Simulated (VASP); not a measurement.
# MgO (e600) (Fm-3m) in VASP: single point with PBE

Aim: the single point of MgO (e600) with PBE.

Everything below comes from runs of VASP 6.6.1. Logs are shortened: lines on timing, memory, paths and dates and some standing lists are left out, and cuts for length are marked.

**Experimental background.**

“Electronic structure of alkaline earth and post-transition metal oxides”, 2009, arxiv:0908.1581 quotes, for a bulk crystal of MgO: band gap 7.83 eV.

How close the calculation comes is told below.

## Step 1: The cell of the first run

It takes space group Fm-3m (No. 225, cubic). The conventional cell has a = 4.254 Å, b = 4.254 Å, c = 4.254 Å, α = 90.00°, β = 90.00°, γ = 90.00°. Mg (site symmetry m-3m) has 6 O at 2.13 Å within 2.8 Å. Within 2.8 Å of O (site symmetry m-3m) lie 6 Mg at 2.13 Å.

## Step 2: Single point, PBE

INCAR

```
SYSTEM = MgO
PREC     = Accurate       ! precision mode
ENCUT    = 520            ! plane-wave cutoff, eV
EDIFF    = 1E-7           ! SCF threshold, eV
ISMEAR   = 0              ! smearing method
SIGMA    = 0.02           ! smearing width, eV
LREAL    = .False.        ! projectors in reciprocal space
LASPH    = .True.         ! aspherical terms in the spheres
NELM     = 100            ! most SCF steps
ALGO     = Normal         ! electronic algorithm
ISIF     = 2              ! what is computed and relaxed
LWAVE    = .False.        ! write WAVECAR
LCHARG   = .True.         ! write CHGCAR
GGA      = PE             ! functional
LELF     = .True.         ! ELF
LVHAR    = .True.       
NBANDS   = 11             ! bands
```

KPOINTS

```
regular mesh
0
Gamma
  10 10 10
  0 0 0
```

POSCAR

```
MgO
1.0
    0.0000000000      2.1269997919      2.1269997919
    2.1269997919      0.0000000000      2.1269997919
    2.1269997919      2.1269997919      0.0000000000
Mg O
1 1
Direct
    0.0000000000      0.0000000000      0.0000000000
    0.5000000000      0.5000000000      0.5000000000
```

Potentials or basis: VASP PAW PBE potentials, release 64 (Mg, O).

Run with:

```bash
$ cat potpaw_PBE.64/Mg/POTCAR potpaw_PBE.64/O/POTCAR > POTCAR
$ mpirun -np 1 vasp_std > vasp.out
```

OUTCAR:

```text
SYSTEM = MgO
   PREC = Accurate
   ENCUT = 520
   EDIFF = 1E-7
   ISMEAR = 0
   LREAL = .False.
   LASPH = .True.
   NELM = 100
   ISIF = 2
   GGA = PE

 ion  position               nearest neighbor table
   1  0.000  0.000  0.000-   2 2.13   2 2.13   2 2.13   2 2.13   2 2.13   2 2.13
   2  0.500  0.500  0.500-   1 2.13   1 2.13   1 2.13   1 2.13   1 2.13   1 2.13

  LATTYP: Found a face centered cubic cell.
 ALAT       =     4.2539995838

  Lattice vectors:

 A1 = (   0.0000000000,   2.1269997919,   2.1269997919)
 A2 = (   2.1269997919,   0.0000000000,   2.1269997919)
 A3 = (   2.1269997919,   2.1269997919,   0.0000000000)

Analysis of symmetry for initial positions (statically):
=====================================================================
 Subroutine PRICEL returns:
 Original cell was already a primitive cell.

 Routine SETGRP: Setting up the symmetry group for a
 face centered cubic supercell.

 Subroutine GETGRP returns: Found 48 space group operations
 (whereof 48 operations were pure point group operations)
 out of a pool of 48 trial point group operations.

The static configuration has the point symmetry O_h .

Analysis of symmetry for dynamics (positions and initial velocities):
=====================================================================
 Subroutine PRICEL returns:
 Original cell was already a primitive cell.

 Routine SETGRP: Setting up the symmetry group for a
 face centered cubic supercell.

 Subroutine GETGRP returns: Found 48 space group operations
 (whereof 48 operations were pure point group operations)
 out of a pool of 48 trial point group operations.

The dynamic configuration has the point symmetry O_h .

 Subroutine INISYM returns: Found 48 space group operations
 (whereof 48 operations are pure point group operations),
 and found     1 'primitive' translations

----------------------------------------------------------------------------------------

                                     Primitive cell

  volume of cell :      19.2456

  direct lattice vectors                    reciprocal lattice vectors
     0.000000000  2.126999792  2.126999792    -0.235072896  0.235072896  0.235072896
     2.126999792  0.000000000  2.126999792     0.235072896 -0.235072896  0.235072896
     2.126999792  2.126999792  0.000000000     0.235072896  0.235072896 -0.235072896

  length of vectors
     3.008031953  3.008031953  3.008031953     0.407158199  0.407158199  0.407158199

  position of ions in fractional coordinates (direct lattice)
     0.000000000  0.000000000  0.000000000
     0.500000000  0.500000000  0.500000000

[... 81 lines left out ...]
   NFREE  =      0    steps in history (QN), initial steepest desc. (CG)
   ISIF   =      2    stress and relaxation
   ISYM   =      2    0-nonsym 1-usesym 2-fastsym
   POTIM  = 0.5000    time-step for ionic-motion
   TEBEG  =    0.0;   TEEND  =   0.0 temperature during run
   PSTRESS=    0.0 pullay stress
   NELECT =       8.0000    total number of electrons
   NUPDOWN=      -1.0000    fix difference up-down
   EMIN   =  10.00;   EMAX   =-10.00  energy-range for DOS
   EFERMI =   0.00;   METHOD = LEGACY
   ISMEAR =     0;   SIGMA  =   0.02  broadening in eV -4-tet -1-fermi 0-gaus
   EFERMI_NEDOS =   21; number of points for ismear=-14 and -15
   IALGO  =     38    algorithm
   IMIX   =      4    mixing-type and parameters
     AMIX     =   0.40;   BMIX     =  1.00
     AMIX_MAG =   1.60;   BMIX_MAG =  1.00
  volume/ion in A,a.u.               =       9.62        64.94
  Fermi-wavevector in a.u.,A,eV,Ry     =   1.221783  2.308835 20.310144  1.492753
  Thomas-Fermi vector in A             =   2.356953
   LORBIT       =      0    0 simple, 1 ext, 2 COOP (PROOUT), +10 PAW based schemes
   GGA     = PE    functional components
   LHFCALC =     F    Hartree Fock is set to
   AEXX    =    0.0000 exact exchange contribution
   IVDW    =     0    specifies the selected vdW correction
   LEPSILON=     F    determine dielectric tensor
   LRPA    =     F    only Hartree local field effects (RPA)
 non-spin polarized calculation
 Gauss-broadening in eV      SIGMA  =   0.02
  energy-cutoff  :      520.00
  volume of cell :       19.25
 maximum number of plane-waves:       534
 NGX is ok and might be reduce to    24
   NGX = 11   NGY = 11   NGZ = 11

 number of electron       8.0000004 magnetization

 Free energy of the ion-electron system (eV)
  ---------------------------------------------------
  ext. energy  EPLUGINS =         0.00000000
  ---------------------------------------------------
  free energy    TOTEN  =       -11.91166856 eV

  energy without entropy =      -11.91166856  energy(sigma->0) =      -11.91166856

 E-fermi :   3.1415     XC(G=0): -10.9387

 val. band max:        2.9673265552   @ k =   0.0000   0.0000   0.0000
 cond. band min:       7.4099966735   @ k =   0.0000   0.0000   0.0000
 fundamental gap:      4.4426701183
 Fermi energy:         3.1415166199

 k-point     1 :       0.0000    0.0000    0.0000
  band No.  band energies     occupation
      1     -14.1464      2.00000
      2       2.9673      2.00000
      3       2.9673      2.00000
      4       2.9673      2.00000
      5       7.4100      0.00000
      6      18.5984      0.00000
      7      18.5984      0.00000
      8      18.5984      0.00000
      9      22.4377      0.00000
     10      24.1776      0.00000
     11      24.1776      0.00000
[... 309 lines left out ...]
 k-point    24 :       0.4000    0.3000    0.0000
  band No.  band energies     occupation
      1     -12.9752      2.00000
      2      -0.5118      2.00000
      3       1.7070      2.00000
      4       1.9183      2.00000
      5      12.2492      0.00000
      6      13.0507      0.00000
      7      16.2550      0.00000
      8      20.7572      0.00000
      9      20.9587      0.00000
     10      27.4899      0.00000
     11      29.3534      0.00000

 [... further k-points ...]
[... 5 lines left out ...]
  --------------------------------------------------------------------------------------
  -------------------------------------------------------------------------------------
  Total       -0.0904592     -0.0904592     -0.0904592     -0.0000000     -0.0000000     -0.0000000
  in kB       -7.5306245     -7.5306245     -7.5306245     -0.0000000     -0.0000000     -0.0000000
  external PRESSURE =      -7.5306245 kB  Pullay stress =       0.0000000 kB

 VOLUME and BASIS-vectors are now :
 -----------------------------------------------------------------------------
  energy-cutoff  :      520.00
  volume of cell :       19.25
      direct lattice vectors                 reciprocal lattice vectors
     0.000000000  2.126999792  2.126999792    -0.235072896  0.235072896  0.235072896
     2.126999792  0.000000000  2.126999792     0.235072896 -0.235072896  0.235072896
     2.126999792  2.126999792  0.000000000     0.235072896  0.235072896 -0.235072896

 POSITION                                       TOTAL-FORCE (eV/Angst)
 -----------------------------------------------------------------------------------
      0.00000      0.00000      0.00000         0.000000      0.000000      0.000000
      2.12700      2.12700      2.12700        -0.000000     -0.000000      0.000000
 -----------------------------------------------------------------------------------
    total drift:                               -0.000000     -0.000000      0.000000

  FREE ENERGIE OF THE ION-ELECTRON SYSTEM (eV)
  ---------------------------------------------------
  free  energy   TOTEN  =       -11.9116685580 eV

  energy  without entropy=      -11.9116685580  energy(sigma->0) =      -11.91166856
```

OSZICAR:

```text
N       E                     dE             d eps       ncg     rms          rms(c)
DAV:   1     0.154801229319E+02    0.15480E+02   -0.45277E+03  1178   0.638E+02
DAV:   2    -0.127641514096E+02   -0.28244E+02   -0.26947E+02  1208   0.136E+02
DAV:   3    -0.134664517891E+02   -0.70230E+00   -0.70152E+00  1234   0.187E+01
DAV:   4    -0.134683449466E+02   -0.18932E-02   -0.18931E-02  1118   0.109E+00
DAV:   5    -0.134683507280E+02   -0.57814E-05   -0.57813E-05  1220   0.606E-02    0.719E+00
DAV:   6    -0.119309750736E+02    0.15374E+01   -0.90010E+00  1073   0.163E+01    0.227E+00
DAV:   7    -0.119177085118E+02    0.13267E-01   -0.61671E-02  1118   0.217E+00    0.135E+00
DAV:   8    -0.119121110671E+02    0.55974E-02   -0.30061E-02  1091   0.193E+00    0.251E-01
DAV:   9    -0.119116895428E+02    0.42152E-03   -0.62666E-04  1169   0.175E-01    0.141E-01
DAV:  10    -0.119116663881E+02    0.23155E-04   -0.54037E-04  1142   0.172E-01    0.826E-03
DAV:  11    -0.119116687234E+02   -0.23353E-05   -0.31762E-06  1187   0.142E-02    0.597E-03
DAV:  12    -0.119116685700E+02    0.15338E-06   -0.70626E-07  1154   0.625E-03    0.619E-04
DAV:  13    -0.119116685580E+02    0.11969E-07   -0.68665E-08   610   0.149E-03
   1 F= -.11911669E+02 E0= -.11911669E+02  d E =-.385308E-37
```

It took 6.2 s on 1 thread of Intel Xeon 6975P-C, shared host; peak memory 0.14 GiB.

Results:

```
Free energy            : -11.9117 eV
Pressure               : -0.8 GPa
Band gap on the k mesh : 4.44 eV, direct
```

Levels at points of the mesh, in eV from the valence-band top:
```csv
k point,band 1,band 2,band 3,band 4,band 5,band 6,band 7,band 8
"(0.00, 0.00, 0.00)",-17.11,0.00,0.00,0.00,4.44,15.63,15.63,15.63
"(0.50, 0.00, 0.00)",-15.90,-4.49,-0.62,-0.62,7.71,12.27,16.01,16.01
"(0.50, 0.50, 0.00)",-15.66,-3.96,-1.31,-1.31,9.08,9.65,12.79,18.52
```

## Step 3: Comparison with measurements

Step 2. Against the measured gap of MgO, 7.83 eV (quoted in “Electronic structure of alkaline earth and post-transition metal oxides”, 2009, arxiv:0908.1581), the calculated 4.44 eV is off by -3.39 eV. The value is that of PBE, without temperature or zero-point motion. Semilocal functionals fall short of measured gaps as a rule.
